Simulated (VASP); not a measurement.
Write the native input for VASP 6.6.1 that does the following.

```yaml
Task: single point
Functional: PBE
Potentials_or_basis: VASP PAW PBE potentials, release 64 (Hg, Te)
Cutoff: 500 eV
k_mesh: 5 × 5 × 5
Occupations: fermi-dirac, width 0.02 eV
Spin: no spin polarisation
Dipole_correction: no
Further_INCAR_settings: ALGO = Normal; EDIFF = 1e-06; NBANDS = 16
```

The structure of HgTe lies in POSCAR:

```
HgTe
1.0
    0.0000000000      3.2891972858      3.2891972858
    3.2891972858      0.0000000000      3.2891972858
    3.2891972858      3.2891972858      0.0000000000
Hg Te
1 1
Direct
    0.0000000000      0.0000000000      0.0000000000
    0.2500000000      0.2500000000      0.2500000000
```

The input as run:

INCAR

```
SYSTEM = HgTe
PREC = Accurate
ENCUT = 500
EDIFF = 1E-6
ISMEAR = -1
SIGMA = 0.02
LREAL = .False.
LASPH = .True.
NELM = 120
ALGO = Normal
ISIF = 2
LWAVE = .False.
LCHARG = .False.
GGA = PE
NBANDS = 16
GGA_COMPAT = .False.
```

KPOINTS

```
Automatic mesh
0
Gamma
  5 5 5
  0 0 0
```

Potentials or basis: VASP PAW PBE potentials, release 64 (Hg, Te).

Launch:

```console
$ cat potpaw_PBE.64/Hg/POTCAR potpaw_PBE.64/Te/POTCAR > POTCAR
$ mpirun -np 1 vasp_std > vasp.out
```

Results of the run:

```yaml
Pressure: 1.4 GPa
Band_gap_on_the_k_mesh: zero (filled and empty bands touch)
```

Caveat: semilocal functionals underestimate gaps, so a narrow gap can read as zero; spin-orbit coupling is left out, which moves the levels of the heavy elements.

Run time: 29 s on 1 thread of Intel Xeon 8259CL (shared host), peak memory 0.2 GiB.
